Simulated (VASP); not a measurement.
# KBr (P1) in VASP: further runs

The runs below take KBr through single point, with PBE.

Program: VASP 6.6.1. These are calculated values, not measurements. Logs are shortened: lines on timing, memory, paths and dates and some standing lists are left out, and cuts for length are marked.

### Step 1. The cell of the first run

The typed cell holds 16 atoms: a = 8.087 Å, b = 8.087 Å, c = 8.087 Å, α = 90.00°, β = 90.00°, γ = 90.00°.

### Step 2. Single point, PBE (dynamics (nve) at 200 K, volume x 1.0, from the last frame before)

The input, INCAR:

```
ALGO = Normal
EDIFF = 1E-6
ENCUT = 520
GGA = PE
ISIF = 2
ISMEAR = -1
LASPH = T
LCHARG = T
LELF = T
LREAL = Auto
LVHAR = T
LWAVE = F
NBANDS = 78
NELM = 100
PREC = Accurate
SIGMA = 0.02
```

The input, KPOINTS:

```
k-points
0
Gamma
  1 1 1
```

The input, POSCAR:

```
KBr
1.0
    8.0869980000      0.0000000000      0.0000000000
    0.0000000000     -8.0869980000      0.0000000000
    0.0000000000      0.0000000000     -8.0869980000
K Br
8 8
Direct
   -0.0176112323      0.4595251538      0.4790139679
   -0.0183288038      0.5091503670     -0.0136986555
   -0.0005853841     -0.0327475041      0.5263777733
    0.0009288985     -0.0029450978      0.0477252498
    0.4751820144      0.4995779645      0.4889614168
    0.4852674627      0.5481193392     -0.0123644151
    0.4988836401      0.0031095593      0.5147484889
    0.4955024102      0.0535072471      0.0009868928
    0.2467818095      0.2398378236      0.2376449209
    0.2685034669      0.2727965309      0.7504033017
    0.2707593102      0.7459750825      0.2670027864
    0.2312795181      0.7399764412      0.7342504598
    0.7426279814      0.2339454022      0.2497013107
    0.7610270214      0.2551117238      0.7588028339
    0.7776624898      0.7372842184      0.2409160977
    0.7408761570      0.7568227419      0.7457421159
```

Potentials or basis: VASP PAW PBE potentials, release 64 (K_sv, Br).

Launch:

```bash
cat potpaw_PBE.64/K_sv/POTCAR potpaw_PBE.64/Br/POTCAR > POTCAR
mpirun -np 1 vasp_gam > vasp.out
```

OUTCAR:

```text
EDIFF = 1E-6
   ENCUT = 520
   GGA = PE
   ISIF = 2
   ISMEAR = -1
   LASPH = T
   LREAL = Auto
   NELM = 100
   PREC = Accurate

 ion  position               nearest neighbor table
   1  0.982  0.460  0.479-  13 3.24
   2  0.982  0.509  0.986-  15 3.22  14 3.28
   3  0.999  0.967  0.526-  12 3.12  16 3.23
   4  0.001  0.997  0.048-  15 3.18   9 3.19  13 3.27
   5  0.475  0.500  0.489-  11 3.15  10 3.26
   6  0.485  0.548  0.988-  11 3.27  12 3.29
   7  0.499  0.003  0.515-
   8  0.496  0.054  0.001-   9 3.16  13 3.19  10 3.26
   9  0.247  0.240  0.238-   8 3.16   4 3.19
  10  0.269  0.273  0.750-   8 3.26   5 3.26
  11  0.271  0.746  0.267-   5 3.15   6 3.27
  12  0.231  0.740  0.734-   3 3.12   6 3.29
  13  0.743  0.234  0.250-   8 3.19   1 3.24   4 3.27
  14  0.761  0.255  0.759-   2 3.28
  15  0.778  0.737  0.241-   4 3.18   2 3.22
  16  0.741  0.757  0.746-   3 3.23

  LATTYP: Found a simple cubic cell.
 ALAT       =     8.0869980000

  Lattice vectors:

 A1 = (   8.0869980000,   0.0000000000,   0.0000000000)
 A2 = (   0.0000000000,  -8.0869980000,   0.0000000000)
 A3 = (   0.0000000000,   0.0000000000,  -8.0869980000)

Analysis of symmetry for initial positions (statically):
=====================================================================
 Subroutine PRICEL returns:
 Original cell was already a primitive cell.

 Routine SETGRP: Setting up the symmetry group for a
 simple cubic supercell.

 Subroutine GETGRP returns: Found  1 space group operations
 (whereof  1 operations were pure point group operations)
 out of a pool of 48 trial point group operations.

The static configuration has the point symmetry C_1 .

Analysis of symmetry for dynamics (positions and initial velocities):
=====================================================================
 Subroutine PRICEL returns:
 Original cell was already a primitive cell.

 Routine SETGRP: Setting up the symmetry group for a
 simple cubic supercell.

 Subroutine GETGRP returns: Found  1 space group operations
 (whereof  1 operations were pure point group operations)
 out of a pool of 48 trial point group operations.

The dynamic configuration has the point symmetry C_1 .

 Subroutine INISYM returns: Found  1 space group operations
 (whereof  1 operations are pure point group operations),
 and found     1 'primitive' translations

----------------------------------------------------------------------------------------

                                     Primitive cell

  volume of cell :     528.8859

  direct lattice vectors                    reciprocal lattice vectors
     8.086998000  0.000000000  0.000000000     0.123655280  0.000000000  0.000000000
     0.000000000 -8.086998000  0.000000000     0.000000000 -0.123655280  0.000000000
     0.000000000  0.000000000 -8.086998000     0.000000000  0.000000000 -0.123655280

  length of vectors
     8.086998000  8.086998000  8.086998000     0.123655280  0.123655280  0.123655280

  position of ions in fractional coordinates (direct lattice)
     0.982388768  0.459525154  0.479013968
     0.981671196  0.509150367  0.986301344
     0.999414616  0.967252496  0.526377773
     0.000928898  0.997054902  0.047725250
     0.475182014  0.499577964  0.488961417
     0.485267463  0.548119339  0.987635585
[... 8 lines left out ...]
     0.777662490  0.737284218  0.240916098
     0.740876157  0.756822742  0.745742116

  ion indices of the primitive-cell ions
   primitive index   ion index
                 1           1
                 2           2
                 3           3
                 4           4
                 5           5
                 6           6
[... 8 lines left out ...]
                15          15
                16          16

----------------------------------------------------------------------------------------

 KPOINTS: k-points

Automatic generation of k-mesh.
 Grid dimensions read from file:
 generate k-points for:    1    1    1

 Generating k-lattice:

  Cartesian coordinates                     Fractional coordinates (reciprocal lattice)
     0.123655280  0.000000000  0.000000000     1.000000000  0.000000000  0.000000000
     0.000000000 -0.123655280  0.000000000     0.000000000  1.000000000  0.000000000
     0.000000000  0.000000000 -0.123655280     0.000000000  0.000000000  1.000000000

  Length of vectors
     0.123655280  0.123655280  0.123655280

  Shift w.r.t. Gamma in fractional coordinates (k-lattice)
     0.000000000  0.000000000  0.000000000

 Subroutine IBZKPT returns following result:
 ===========================================

 Found      1 irreducible k-points:

 Following reciprocal coordinates:
            Coordinates               Weight
  0.000000  0.000000  0.000000      1.000000
   k-points           NKPTS =      1   k-points in BZ     NKDIM =      1   number of bands    NBANDS=     78
   number of dos      NEDOS =    301   number of ions     NIONS =     16
   total plane-waves  NPLWV = 216000
   dimension x,y,z NGX =    60 NGY =   60 NGZ =   60
   dimension x,y,z NGXF=   120 NGYF=  120 NGZF=  120
   ions per type =               8   8
   NGX,Y,Z   is equivalent  to a cutoff of  12.33, 12.33, 12.33 a.u.
   NGXF,Y,Z  is equivalent  to a cutoff of  24.67, 24.67, 24.67 a.u.
 SYSTEM =  unknown system
   PREC   = accura    normal or accurate (medium, high low for compatibility)
   ISTART =      0    job   : 0-new  1-cont  2-samecut
   ICHARG =      2    charge: 1-file 2-atom 10-const
   ISPIN  =      1    spin polarized calculation?
   LNONCOLLINEAR =      F non collinear calculations
   LSORBIT =      F    spin-orbit coupling
   LASPH  =      T    aspherical Exc in radial PAW
   ENCUT  =  520.0 eV  38.22 Ry    6.18 a.u.  15.04 15.04 15.04*2*pi/ulx,y,z
   NELM   =    100;   NELMIN=  2; NELMDL= -5     # of ELM steps
   EDIFF  = 0.1E-05   stopping-criterion for ELM
   LREAL  =      T    real-space projection
   EDIFFG = 0.1E-04   stopping-criterion for IOM
   NSW    =      0    number of steps for IOM
   IBRION =     -1    ionic relax: 0-MD 1-quasi-New 2-CG
   NFREE  =      0    steps in history (QN), initial steepest desc. (CG)
   ISIF   =      2    stress and relaxation
   ISYM   =      2    0-nonsym 1-usesym 2-fastsym
   POTIM  = 0.5000    time-step for ionic-motion
   TEBEG  =    0.0;   TEEND  =   0.0 temperature during run
   PSTRESS=    0.0 pullay stress
   NELECT =     128.0000    total number of electrons
   NUPDOWN=      -1.0000    fix difference up-down
   EMIN   =  10.00;   EMAX   =-10.00  energy-range for DOS
   EFERMI =   0.00;   METHOD = LEGACY
   ISMEAR =    -1;   SIGMA  =   0.02  broadening in eV -4-tet -1-fermi 0-gaus
   EFERMI_NEDOS =   21; number of points for ismear=-14 and -15
   IALGO  =     38    algorithm
   IMIX   =      4    mixing-type and parameters
     AMIX     =   0.40;   BMIX     =  1.00
     AMIX_MAG =   1.60;   BMIX_MAG =  1.00
  volume/ion in A,a.u.               =      33.06       223.07
  Fermi-wavevector in a.u.,A,eV,Ry     =   1.020213  1.927923 14.161412  1.040834
  Thomas-Fermi vector in A             =   2.153770
   LORBIT       =      0    0 simple, 1 ext, 2 COOP (PROOUT), +10 PAW based schemes
   GGA     = PE    functional components
   LHFCALC =     F    Hartree Fock is set to
   AEXX    =    0.0000 exact exchange contribution
   IVDW    =     0    specifies the selected vdW correction
   LEPSILON=     F    determine dielectric tensor
   LRPA    =     F    only Hartree local field effects (RPA)
 non-spin polarized calculation
  energy-cutoff  :      520.00
  volume of cell :      528.89
 maximum number of plane-waves:      7122
   NGX = 31   NGY = 31   NGZ = 31

 number of electron     127.9999999 magnetization

 Free energy of the ion-electron system (eV)
  ---------------------------------------------------
  ext. energy  EPLUGINS =         0.00000000
  ---------------------------------------------------
  free energy    TOTEN  =       -46.14944672 eV

  energy without entropy =      -46.14944672  energy(sigma->0) =      -46.14944672

 E-fermi :  -0.0182     XC(G=0):  -7.7518

 val. band max:       -0.6192068603   @ k =   0.0000   0.0000   0.0000
 cond. band min:       3.1557249298   @ k =   0.0000   0.0000   0.0000
 fundamental gap:      3.7749317901
 Fermi energy:        -0.0182452562

 k-point     1 :       0.0000    0.0000    0.0000
  band No.  band energies     occupation
      1     -29.4958      2.00000
      2     -29.4471      2.00000
      3     -29.4330      2.00000
      4     -29.4169      2.00000
      5     -29.4157      2.00000
      6     -29.4026      2.00000
[... 68 lines left out ...]
     75       5.8215      0.00000
     76       5.8334      0.00000
 [bands above 76 left out]

------------------------ aborting loop because EDIFF is reached ----------------------------------------

  FORCE on cell =-STRESS in cart. coord.  units (eV):
  Direction    XX          YY          ZZ          XY          YZ          ZX
  --------------------------------------------------------------------------------------
  -------------------------------------------------------------------------------------
  Total        6.9569450      6.6233279      6.5500767      0.1123733     -0.3272855     -0.0620483
  in kB       21.0749787     20.0643377     19.8424348      0.3404175     -0.9914602     -0.1879655
  external PRESSURE =      20.3272504 kB  Pullay stress =       0.0000000 kB

 VOLUME and BASIS-vectors are now :
 -----------------------------------------------------------------------------
  energy-cutoff  :      520.00
  volume of cell :      528.89
      direct lattice vectors                 reciprocal lattice vectors
     8.086998000  0.000000000  0.000000000     0.123655280  0.000000000  0.000000000
     0.000000000 -8.086998000  0.000000000     0.000000000 -0.123655280  0.000000000
     0.000000000  0.000000000 -8.086998000     0.000000000  0.000000000 -0.123655280

 POSITION                                       TOTAL-FORCE (eV/Angst)
 -----------------------------------------------------------------------------------
      7.94458     -3.71618     -3.87379         0.076251     -0.144906     -0.102222
      7.93877     -4.11750     -7.97622         0.115963      0.106756      0.079413
      8.08226     -7.82217     -4.25682        -0.074411     -0.144154      0.082017
      0.00751     -8.06318     -0.38595        -0.011960      0.011698      0.286981
      3.84280     -4.04009     -3.95423         0.195685      0.043822     -0.083233
      3.92436     -4.43264     -7.98701         0.060457      0.100287     -0.009542
[... 8 lines left out ...]
      6.28895     -5.96242     -1.94829        -0.016925      0.113245     -0.088390
      5.99146     -6.12042     -6.03081        -0.263054     -0.067490      0.003869
 -----------------------------------------------------------------------------------
    total drift:                               -0.011708      0.003754     -0.004526

  FREE ENERGIE OF THE ION-ELECTRON SYSTEM (eV)
  ---------------------------------------------------
  free  energy   TOTEN  =       -46.1494467206 eV

  energy  without entropy=      -46.1494467206  energy(sigma->0) =      -46.14944672
```

Run time: 39 s. Hardware: 1 thread of AMD EPYC 9R45 (Zen 5), shared host; peak memory 0.4 GiB.

What came out:

```yaml
Free_energy: -46.1494 eV
Pressure: 2.0 GPa
Largest_force: 0.287 eV/Å
Band_gap_on_the_k_mesh: 3.77 eV
```

Forces in eV/Å, atoms in the order of the input:
```
K    0.076 -0.145 -0.102
K    0.116  0.107  0.079
K   -0.074 -0.144  0.082
K   -0.012  0.012  0.287
K    0.196  0.044 -0.083
K    0.060  0.100 -0.010
K    0.001 -0.012  0.068
K    0.089  0.211  0.080
Br  -0.175 -0.126 -0.154
Br   0.018  0.135  0.080
Br   0.056 -0.160  0.162
Br  -0.052 -0.098 -0.253
Br  -0.124 -0.010 -0.200
Br   0.104  0.040  0.048
Br  -0.017  0.113 -0.088
Br  -0.263 -0.067  0.004
```

Caveat: the k points lie up to 0.78 Å⁻¹ apart.

### Step 3. Single point, PBE (dynamics (nve) at 200 K, volume x 1.0, from the last frame before)

The input, INCAR:

```
SYSTEM = KBr
PREC     = Accurate       ! precision mode
ENCUT    = 520            ! plane-wave cutoff, eV
EDIFF    = 1E-7           ! SCF threshold, eV
ISMEAR   = -1             ! smearing method
SIGMA    = 0.02           ! smearing width, eV
LREAL    = Auto         
LASPH    = .True.         ! aspherical terms in the spheres
NELM     = 100            ! most SCF steps
ALGO     = Normal         ! electronic algorithm
ISIF     = 2              ! what is computed and relaxed
LWAVE    = .False.        ! write WAVECAR
LCHARG   = .True.         ! write CHGCAR
GGA      = PE             ! functional
LELF     = .True.         ! ELF
LVHAR    = .True.       
NBANDS   = 78             ! bands
```

The input, KPOINTS:

```
Automatic mesh
0
Gamma
  1 1 1
  0 0 0
```

The input, POSCAR:

```
KBr
1.0
    8.0869980000      0.0000000000      0.0000000000
    0.0000000000     -8.0869980000      0.0000000000
    0.0000000000      0.0000000000     -8.0869980000
K Br
8 8
Direct
    0.0127457680      0.4855387623      0.4963457392
    0.0250994250      0.4748198281     -0.0215074865
   -0.0238882216     -0.0064802786      0.4992989982
   -0.0013475952     -0.0085219509     -0.0085780904
    0.5252118277      0.4952381588      0.4912842813
    0.4982914550      0.5326351014     -0.0119347130
    0.4769075002      0.0067303096      0.4975600340
    0.5090964533      0.0188056186     -0.0082224578
    0.1992012364      0.2550860035      0.2453806715
    0.3012391001      0.2636325618      0.7323659533
    0.3119848676      0.7777795914      0.2541490674
    0.1845538975      0.7579666769      0.7750845246
    0.7085430218      0.2152702400      0.2883228115
    0.8039388658      0.2507265366      0.7613199608
    0.8114500585      0.6994196116      0.2392482353
    0.6682668896      0.7807227107      0.7363031375
```

Potentials or basis: VASP PAW PBE potentials, release 64 (K_sv, Br).

Launch:

```bash
cat potpaw_PBE.64/K_sv/POTCAR potpaw_PBE.64/Br/POTCAR > POTCAR
mpirun -np 1 vasp_gam > vasp.out
```

Run time: 46 s. Hardware: 1 thread of AMD EPYC 9R45 (Zen 5), shared host; peak memory 0.4 GiB.

The run converged. Its results:

* Free energy: -46.7080 eV
* Pressure: 2.3 GPa
* Largest force: 0.453 eV/Å
* Band gap on the k mesh: 3.99 eV

Forces on the atoms (eV/Å):
```
K    0.079 -0.044 -0.070
K   -0.079 -0.099 -0.218
K    0.044  0.093  0.093
K   -0.132 -0.107 -0.420
K   -0.080 -0.127  0.085
K    0.040  0.130 -0.134
K   -0.153 -0.082 -0.113
K   -0.157 -0.185 -0.162
Br  -0.012  0.063  0.138
Br   0.125 -0.148 -0.127
Br   0.033  0.237  0.095
Br   0.000  0.166  0.373
Br  -0.028  0.033  0.283
Br  -0.010 -0.116 -0.076
Br   0.084 -0.008  0.173
Br   0.246  0.192  0.081
```

Stress tensor (GPa, compression positive):
```
3.04 0.15 0.15
0.15 1.94 0.21
0.15 0.21 1.80
```

Levels at points of the mesh, in eV from the valence-band top:
```tsv
k point	band 62	band 63	band 64	band 65	band 66	band 67
(0.00, 0.00, 0.00)	-0.13	-0.05	0.00	3.99	5.41	5.79
```

Caveat: the k points lie up to 0.78 Å⁻¹ apart. A k mesh can miss the band edges.

### Step 4. Single point, PBE (dynamics (nve) at 200 K, volume x 1.0, from the last frame before)

The input, INCAR:

```
SYSTEM = KBr
PREC = Accurate
ENCUT = 520
EDIFF = 1E-7
ISMEAR = -1
SIGMA = 0.02
LREAL = Auto
LASPH = .TRUE.
NELM = 100
ALGO = Normal
ISIF = 2
LWAVE = .FALSE.
LCHARG = .TRUE.
GGA = PE
LELF = .TRUE.
LVHAR = .TRUE.
NBANDS = 78
```

The input, KPOINTS:

```
Automatic mesh
0
G
  1 1 1
  0 0 0
```

The input, POSCAR:

```
KBr
1.0
    8.0869980000      0.0000000000      0.0000000000
    0.0000000000     -8.0869980000      0.0000000000
    0.0000000000      0.0000000000     -8.0869980000
K Br
8 8
Direct
    0.0680670380      0.4973180406      0.5212044074
    0.0621736273      0.4919122028     -0.0227010072
   -0.0575302479     -0.0113562536      0.4810368446
   -0.0589211225     -0.0037546689      0.0437953614
    0.5590115145      0.5186950708      0.4653375703
    0.5696426536      0.4811241452      0.0136974190
    0.4085230391      0.0042664781      0.5098287399
    0.4624092896      0.0279201256     -0.0097862025
    0.1690198266      0.2381732999      0.2547576987
    0.3480465804      0.3111793771      0.7503937802
    0.3498985656      0.7492918880      0.2271778724
    0.1371910813      0.7852127576      0.7569033651
    0.6606230149      0.1912660297      0.2702855868
    0.8462375037      0.2663019083      0.7711527813
    0.8448570162      0.6755721963      0.2351620465
    0.6375814610      0.7800052628      0.7329863319
```

Launch:

```bash
cat potpaw_PBE.64/K_sv/POTCAR potpaw_PBE.64/Br/POTCAR > POTCAR
mpirun -np 1 vasp_gam > vasp.out
```

It took 45 s on 1 thread of AMD EPYC 9R45 (Zen 5), shared host; peak memory 0.41 GiB.

The run converged. Its results:

| Quantity | Value |
| --- | --- |
| Free energy | -47.0736 eV |
| Pressure | 2.7 GPa |
| Largest force | 0.616 eV/Å |
| Band gap on the k mesh | 3.91 eV |

Forces on the atoms (eV/Å):
```
K   -0.083  0.082  0.161
K    0.289 -0.006 -0.293
K   -0.280 -0.019 -0.309
K    0.052  0.028  0.398
K    0.009  0.158 -0.231
K    0.111 -0.293  0.208
K    0.000 -0.056 -0.048
K   -0.206  0.222  0.172
Br   0.092  0.200 -0.012
Br  -0.061 -0.149  0.194
Br  -0.227  0.256 -0.021
Br   0.145 -0.595  0.066
Br   0.155  0.117 -0.117
Br  -0.211  0.101  0.178
Br   0.018  0.069 -0.244
Br   0.196 -0.114 -0.103
```

Stress tensor (GPa, compression positive):
```
 4.09 -0.11 -0.36
-0.11  2.17  0.21
-0.36  0.21  1.93
```

Levels at points of the mesh, in eV from the valence-band top:
| k point | band 61 | band 62 | band 63 | band 64 | band 65 | band 66 | band 67 | band 68 |
| --- | --- | --- | --- | --- | --- | --- | --- | --- |
| (0.00, 0.00, 0.00) | -0.46 | -0.33 | -0.28 | 0.00 | 3.91 | 5.63 | 5.88 | 6.00 |

Caveat: the k points lie up to 0.78 Å⁻¹ apart. A k mesh can miss the band edges.
